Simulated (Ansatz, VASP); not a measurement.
One calculation of Be, two programs

File INCAR:

```
ALGO     = Normal         # electronic algorithm
EDIFF    = 1E-7           # SCF threshold, eV
ENCUT    = 520            # plane-wave cutoff, eV
GGA      = PE             # functional
ISIF     = 2              # what is computed and relaxed
ISMEAR   = -1             # smearing method
LASPH    = True           # aspherical terms in the spheres
LCHARG   = False          # write CHGCAR
LREAL    = False          # projectors in reciprocal space
LWAVE    = False          # write WAVECAR
NBANDS   = 7              # bands
NELM     = 80             # most SCF steps
PREC     = Accurate       # precision mode
SIGMA    = 0.05           # smearing width, eV
```

File KPOINTS:

```
k-points
0
Gamma
  20 20 20
```

Contents of POSCAR:

```
Be
1.0
   -1.2333381351      1.2333381351      1.2333381351
    1.2333381351     -1.2333381351      1.2333381351
    1.2333381351      1.2333381351     -1.2333381351
Be
1
Direct
    0.0000000000      0.0000000000      0.0000000000
```

Input for Ansatz:

```yaml
crystal:
  lattice:
    - [-1.2333381351, 1.2333381351, 1.2333381351]
    - [1.2333381351, -1.2333381351, 1.2333381351]
    - [1.2333381351, 1.2333381351, -1.2333381351]
  atoms:
    - { symbol: Be, position: [0.0, 0.0, 0.0] }
kpoints:
  mp_grid: { grid: [20, 20, 20] }
scf:
  occupations: { method: fermi_dirac, width: 0.05 }
hamiltonian:
  xc: pbe
  pseudopotentials: { kind: all_electron, lapw: { basis_error: 0.001 } }
output:
  forces: true
  stress: true
  eigenvalues: true
```

Change from the starting cell: volume scaled by 0.96.

Alike in both runs: task single point; functional PBE; k mesh 20 × 20 × 20; occupations fermi-dirac, width 0.05 eV; no spin polarisation.

|  | VASP | Ansatz |
| --- | --- | --- |
| version | VASP 6.6.1 | Ansatz 0.2.0 |
| potentials or method | VASP PAW PBE potentials, release 64 (Be), cutoff 520 eV | all-electron LAPW, scalar-relativistic |

Ansatz gave:

```
pressure (GPa) : 5.4
```

Question: Estimate VASP's values.

Answer: Pressure (GPa): 5.6.

Ansatz ran all-electron here, and VASP with PAW potentials.
